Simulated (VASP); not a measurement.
A run of VASP 6.6.1 is set up as follows.

POSCAR

```
Ga
1.0
    0.0000000000      2.8744485395      2.8744485395
    2.8744485395      0.0000000000      2.8744485395
    2.8744485395      2.8744485395      0.0000000000
Ga
2
Direct
   -0.0875000000     -0.1375000000     -0.1375000000
    0.0875000000      0.1375000000      0.1375000000
```

The input INCAR.step1:

```
SYSTEM = Ga
  PREC = Accurate
  ENCUT = 520
  ISMEAR = -1
  SIGMA = 0.05
  LREAL = .FALSE.
  LASPH = .TRUE.
  NELM = 80
  NBANDS = 20
  GGA = PE
  ALGO = Normal
  EDIFF = 1E-4
  LWAVE = .TRUE.
  LCHARG = .FALSE.
```

The input INCAR.step2:

```
SYSTEM = Ga
  PREC = Accurate
  ENCUT = 520
  EDIFF = 1E-8
  ISMEAR = -1
  SIGMA = 0.05
  LREAL = .FALSE.
  LASPH = .TRUE.
  NELM = 80
  ALGO = Normal
  ISIF = 2
  LWAVE = .FALSE.
  LCHARG = .FALSE.
  METAGGA = R2SCAN
  LMIXTAU = .TRUE.
  IVDW = 12
  VDW_S6 = 1.0
  VDW_S8 = 0.78981345
  VDW_A1 = 0.49484001
  VDW_A2 = 5.73083694
  LEFG = .TRUE.
  NBANDS = 20
  ISTART = 1
```

File KPOINTS:

```
regular mesh
0
G
  9 9 9
  0 0 0
```

Potentials or basis: VASP PAW PBE potentials, release 64 (Ga_d).

Command:

```console
$ cat potpaw_PBE.64/Ga_d/POTCAR > POTCAR
$ cp INCAR.step1 INCAR
$ mpirun -np 1 vasp_std > vasp.out
$ cp INCAR.step2 INCAR
$ mpirun -np 1 vasp_std > vasp.out
```

Task: Estimate the dispersion energy per atom.

Result: -0.114 eV.

Task: Predict the largest force.

Result: 0.485 eV/Å.

Task: Estimate the pressure.

Result: 0.9 GPa.

Task: What does it give for the band gap on the k mesh?

Result: Zero (band 13 reaches 5.41 eV, above the bottom of band 14 at 1.55 eV).

Forces in eV/Å, atoms in the order of the input:
```
Ga   0.280 -0.280 -0.280
Ga  -0.280  0.280  0.280
```

Caveat: without QUAD_EFG the Cq values of the log hold for a quadrupole moment of 1 mb, not for the nuclei; the PAW data sets were made with another functional, which shifts forces and pressure a little; pairwise dispersion overbinds metals, which lowers pressure and volume.
